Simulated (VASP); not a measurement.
# AlN (P6_3/mmc) in VASP: further runs, part 2 of 2

VASP 6.6.1. The steps go on from the part before.

## Step 3: Single point, PBEsol

This run uses another cell than the first one, of 9.97 Å³/atom, 0.993 times its volume.

File INCAR:

```
PREC = Accurate ; ENCUT = 520
EDIFF = 1E-6 ; ISMEAR = 0
SIGMA = 0.05 ; LREAL = False
LASPH = True ; NELM = 80
ALGO = Normal ; ISIF = 2
LWAVE = False ; LCHARG = False
GGA = PS ; NBANDS = 16
```

File KPOINTS:

```
regular mesh
0
Gamma
  9 9 6
```

File POSCAR:

```
AlN
1.0
    3.3014407767      0.0000000000      0.0000000000
   -1.6507203884      2.8591315817      0.0000000000
    0.0000000000      0.0000000000      4.2228000000
Al N
2 2
Direct
    0.3333333333      0.6666666667      0.7500000000
    0.6666666667      0.3333333333      0.2500000000
    0.3333333333      0.6666666667      0.2500000000
    0.6666666667      0.3333333333      0.7500000000
```

Potentials or basis: VASP PAW PBE potentials, release 64 (Al, N).

The run is started by

```
> cat potpaw_PBE.64/Al/POTCAR potpaw_PBE.64/N/POTCAR > POTCAR
> mpirun -np 1 vasp_std > vasp.out
```

OUTCAR:

```text
PREC = Accurate
   ENCUT = 520
   EDIFF = 1E-6
   ISMEAR = 0
   LREAL = False
   LASPH = True
   NELM = 80
   ISIF = 2
   GGA = PS

 ion  position               nearest neighbor table
   1  0.333  0.667  0.750-   4 1.91   4 1.91   4 1.91   3 2.11   3 2.11   2 2.84   2 2.84   2 2.84
                             2 2.84   2 2.84   2 2.84
   2  0.667  0.333  0.250-   3 1.91   3 1.91   3 1.91   4 2.11   4 2.11   1 2.84   1 2.84   1 2.84
                             1 2.84   1 2.84   1 2.84
   3  0.333  0.667  0.250-   2 1.91   2 1.91   2 1.91   1 2.11   1 2.11
   4  0.667  0.333  0.750-   1 1.91   1 1.91   1 1.91   2 2.11   2 2.11

  LATTYP: Found a hexagonal cell.
 ALAT       =     3.3014407767
 C/A-ratio  =     1.2790779195

  Lattice vectors:

 A1 = (   3.3014407767,   0.0000000000,   0.0000000000)
 A2 = (  -1.6507203884,   2.8591315817,   0.0000000000)
 A3 = (   0.0000000000,   0.0000000000,   4.2228000000)

Analysis of symmetry for initial positions (statically):
=====================================================================
 Subroutine PRICEL returns:
 Original cell was already a primitive cell.

 Routine SETGRP: Setting up the symmetry group for a
 hexagonal supercell.

 Subroutine GETGRP returns: Found 24 space group operations
 (whereof 12 operations were pure point group operations)
 out of a pool of 24 trial point group operations.

The static configuration has the point symmetry D_3d.
 The point group associated with its full space group is D_6h.

Analysis of symmetry for dynamics (positions and initial velocities):
=====================================================================
 Subroutine PRICEL returns:
 Original cell was already a primitive cell.

 Routine SETGRP: Setting up the symmetry group for a
 hexagonal supercell.

 Subroutine GETGRP returns: Found 24 space group operations
 (whereof 12 operations were pure point group operations)
 out of a pool of 24 trial point group operations.

The dynamic configuration has the point symmetry D_3d.
 The point group associated with its full space group is D_6h.

 Subroutine INISYM returns: Found 24 space group operations
 (whereof 12 operations are pure point group operations),
 and found     1 'primitive' translations

----------------------------------------------------------------------------------------

                                     Primitive cell

  volume of cell :      39.8601

  direct lattice vectors                    reciprocal lattice vectors
     3.301440777  0.000000000  0.000000000     0.302898058  0.174878275  0.000000000
    -1.650720388  2.859131582  0.000000000     0.000000000  0.349756551  0.000000000
     0.000000000  0.000000000  4.222800000     0.000000000  0.000000000  0.236809700

  length of vectors
     3.301440777  3.301440777  4.222800000     0.349756551  0.349756551  0.236809700

  position of ions in fractional coordinates (direct lattice)
     0.333333333  0.666666667  0.750000000
     0.666666667  0.333333333  0.250000000
     0.333333333  0.666666667  0.250000000
     0.666666667  0.333333333  0.750000000

  ion indices of the primitive-cell ions
   primitive index   ion index
                 1           1
                 2           2
[... 31 lines left out ...]
  0.000000  0.000000  0.000000      1.000000
  0.111111  0.000000  0.000000      6.000000
  0.222222  0.000000  0.000000      6.000000
  0.333333  0.000000  0.000000      6.000000
  0.444444  0.000000  0.000000      6.000000
  0.111111  0.111111  0.000000      6.000000
[... 16 lines left out ...]
  0.333333  0.222222  0.166667     24.000000
  0.333333  0.333333  0.166667      4.000000
 [... further k-points ...]
   k-points           NKPTS =     48   k-points in BZ     NKDIM =     48   number of bands    NBANDS=     16
   number of dos      NEDOS =    301   number of ions     NIONS =      4
   total plane-waves  NPLWV =  25088
   dimension x,y,z NGX =    28 NGY =   28 NGZ =   32
   dimension x,y,z NGXF=    56 NGYF=   56 NGZF=   64
   ions per type =               2   2
   NGX,Y,Z   is equivalent  to a cutoff of  14.10, 14.10, 12.60 a.u.
   NGXF,Y,Z  is equivalent  to a cutoff of  28.20, 28.20, 25.20 a.u.
 SYSTEM =  unknown system
   PREC   = accura    normal or accurate (medium, high low for compatibility)
   ISTART =      0    job   : 0-new  1-cont  2-samecut
   ICHARG =      2    charge: 1-file 2-atom 10-const
   ISPIN  =      1    spin polarized calculation?
   LNONCOLLINEAR =      F non collinear calculations
   LSORBIT =      F    spin-orbit coupling
   LASPH  =      T    aspherical Exc in radial PAW
   ENCUT  =  520.0 eV  38.22 Ry    6.18 a.u.   6.14  6.14  7.85*2*pi/ulx,y,z
   NELM   =     80;   NELMIN=  2; NELMDL= -5     # of ELM steps
   EDIFF  = 0.1E-05   stopping-criterion for ELM
   LREAL  =      F    real-space projection
   EDIFFG = 0.1E-04   stopping-criterion for IOM
   NSW    =      0    number of steps for IOM
   IBRION =     -1    ionic relax: 0-MD 1-quasi-New 2-CG
   NFREE  =      0    steps in history (QN), initial steepest desc. (CG)
   ISIF   =      2    stress and relaxation
   ISYM   =      2    0-nonsym 1-usesym 2-fastsym
   POTIM  = 0.5000    time-step for ionic-motion
   TEBEG  =    0.0;   TEEND  =   0.0 temperature during run
   PSTRESS=    0.0 pullay stress
   NELECT =      16.0000    total number of electrons
   NUPDOWN=      -1.0000    fix difference up-down
   EMIN   =  10.00;   EMAX   =-10.00  energy-range for DOS
   EFERMI =   0.00;   METHOD = LEGACY
   ISMEAR =     0;   SIGMA  =   0.05  broadening in eV -4-tet -1-fermi 0-gaus
   EFERMI_NEDOS =   21; number of points for ismear=-14 and -15
   IALGO  =     38    algorithm
   IMIX   =      4    mixing-type and parameters
     AMIX     =   0.40;   BMIX     =  1.00
     AMIX_MAG =   1.60;   BMIX_MAG =  1.00
  volume/ion in A,a.u.               =       9.97        67.25
  Fermi-wavevector in a.u.,A,eV,Ry     =   1.207634  2.282098 19.842472  1.458381
  Thomas-Fermi vector in A             =   2.343266
   LORBIT       =      0    0 simple, 1 ext, 2 COOP (PROOUT), +10 PAW based schemes
   GGA     = PS    functional components
   LHFCALC =     F    Hartree Fock is set to
   AEXX    =    0.0000 exact exchange contribution
   IVDW    =     0    specifies the selected vdW correction
   LEPSILON=     F    determine dielectric tensor
   LRPA    =     F    only Hartree local field effects (RPA)
 non-spin polarized calculation
 Gauss-broadening in eV      SIGMA  =   0.05
  energy-cutoff  :      520.00
  volume of cell :       39.86
 maximum number of plane-waves:      1098
 NGX is ok and might be reduce to    28
   NGX = 13   NGY = 13   NGZ = 15

 number of electron      15.9999999 magnetization

 Free energy of the ion-electron system (eV)
  ---------------------------------------------------
  ext. energy  EPLUGINS =         0.00000000
  ---------------------------------------------------
  free energy    TOTEN  =       -30.93247764 eV

  energy without entropy =      -30.93247764  energy(sigma->0) =      -30.93247764

 E-fermi :   8.1673     XC(G=0): -11.3457

 val. band max:        7.8839908935   @ k =   0.0000   0.0000   0.0000
 cond. band min:      11.0270254093   @ k =   0.0000   0.0000   0.0000
 fundamental gap:      3.1430345157
 Fermi energy:         8.1672773909

 k-point     1 :       0.0000    0.0000    0.0000
  band No.  band energies     occupation
      1      -8.9054      2.00000
      2      -5.3049      2.00000
      3       0.9092      2.00000
      4       4.5984      2.00000
      5       4.5984      2.00000
      6       6.2055      2.00000
[... 433 lines left out ...]
      3       1.2826      2.00000
      4       2.2590      2.00000
      5       2.2590      2.00000
      6       4.7232      2.00000
[... 8 lines left out ...]
     15      18.8899      0.00000
     16      20.7252      0.00000

 [... further k-points ...]

------------------------ aborting loop because EDIFF is reached ----------------------------------------

  FORCE on cell =-STRESS in cart. coord.  units (eV):
  Direction    XX          YY          ZZ          XY          YZ          ZX
  --------------------------------------------------------------------------------------
  -------------------------------------------------------------------------------------
  Total       -0.6413451     -0.6413451     -1.3535421      0.0000000      0.0000000      0.0000000
  in kB      -25.7788876    -25.7788876    -54.4056712      0.0000000      0.0000000      0.0000000
  external PRESSURE =     -35.3211488 kB  Pullay stress =       0.0000000 kB

 VOLUME and BASIS-vectors are now :
 -----------------------------------------------------------------------------
  energy-cutoff  :      520.00
  volume of cell :       39.86
      direct lattice vectors                 reciprocal lattice vectors
     3.301440777  0.000000000  0.000000000     0.302898058  0.174878275  0.000000000
    -1.650720388  2.859131582  0.000000000     0.000000000  0.349756551  0.000000000
     0.000000000  0.000000000  4.222800000     0.000000000  0.000000000  0.236809700

 POSITION                                       TOTAL-FORCE (eV/Angst)
 -----------------------------------------------------------------------------------
     -0.00000      1.90609      3.16710         0.000000     -0.000000      0.000000
      1.65072      0.95304      1.05570        -0.000000      0.000000      0.000000
     -0.00000      1.90609      1.05570         0.000000     -0.000000      0.000000
      1.65072      0.95304      3.16710        -0.000000      0.000000      0.000000
 -----------------------------------------------------------------------------------
    total drift:                               -0.000000      0.000000     -0.000000

  FREE ENERGIE OF THE ION-ELECTRON SYSTEM (eV)
  ---------------------------------------------------
  free  energy   TOTEN  =       -30.9324776380 eV

  energy  without entropy=      -30.9324776380  energy(sigma->0) =      -30.93247764
```

OSZICAR:

```text
N       E                     dE             d eps       ncg     rms          rms(c)
DAV:   1     0.400247236353E+02    0.40025E+02   -0.73910E+03  1544   0.901E+02
DAV:   2    -0.319127788379E+02   -0.71938E+02   -0.65274E+02  2280   0.188E+02
DAV:   3    -0.351083577556E+02   -0.31956E+01   -0.31878E+01  1768   0.412E+01
DAV:   4    -0.351273341588E+02   -0.18976E-01   -0.18975E-01  1992   0.353E+00
DAV:   5    -0.351275872603E+02   -0.25310E-03   -0.25310E-03  1768   0.413E-01    0.113E+01
DAV:   6    -0.310016200316E+02    0.41260E+01   -0.81607E+00  1968   0.213E+01    0.393E+00
DAV:   7    -0.309736271925E+02    0.27993E-01   -0.64612E-01  1752   0.552E+00    0.279E+00
DAV:   8    -0.309398937598E+02    0.33733E-01   -0.96329E-02  1656   0.254E+00    0.845E-01
DAV:   9    -0.309321956971E+02    0.76981E-02   -0.18073E-02  1968   0.105E+00    0.272E-01
DAV:  10    -0.309325726766E+02   -0.37698E-03   -0.20186E-03  1736   0.307E-01    0.178E-01
DAV:  11    -0.309324798734E+02    0.92803E-04   -0.12624E-04  1800   0.862E-02    0.424E-02
DAV:  12    -0.309324781114E+02    0.17620E-05   -0.64666E-06  1824   0.204E-02    0.800E-03
DAV:  13    -0.309324776380E+02    0.47339E-06   -0.25077E-06  1800   0.119E-02
   1 F= -.30932478E+02 E0= -.30932478E+02  d E =-.664799E-18
```

stdout:

```text
POSCAR found type information on POSCAR AlN
 POSCAR found :  2 types and       4 ions
 scaLAPACK will be used
 -----------------------------------------------------------------------------
|                                                                             |
|                                                                             |
|     You enforced a specific xc type in the INCAR file but a different       |
|     I HOPE YOU KNOW WHAT YOU ARE DOING!                                     |
|                                                                             |
 -----------------------------------------------------------------------------

 LDA part: xc-table for (Slater+PW92), standard interpolation
 POSCAR, INCAR and KPOINTS ok, starting setup
 FFT: planning ... GRIDC
 FFT: planning ... GRID_SOFT
 FFT: planning ... GRID
 WAVECAR not read
 entering main loop
```

Wall time 16 s (1 thread of Intel Xeon 6975P-C, shared host); peak memory 0.17 GiB.

Results:

```yaml
Free_energy: -30.9325 eV
Pressure: -3.5 GPa
Band_gap_on_the_k_mesh: 3.14 eV, direct
```

Caveat: the PAW data sets were made with another functional, which shifts forces and pressure a little. As with any semilocal functional, this PBEsol gap is likely too small.
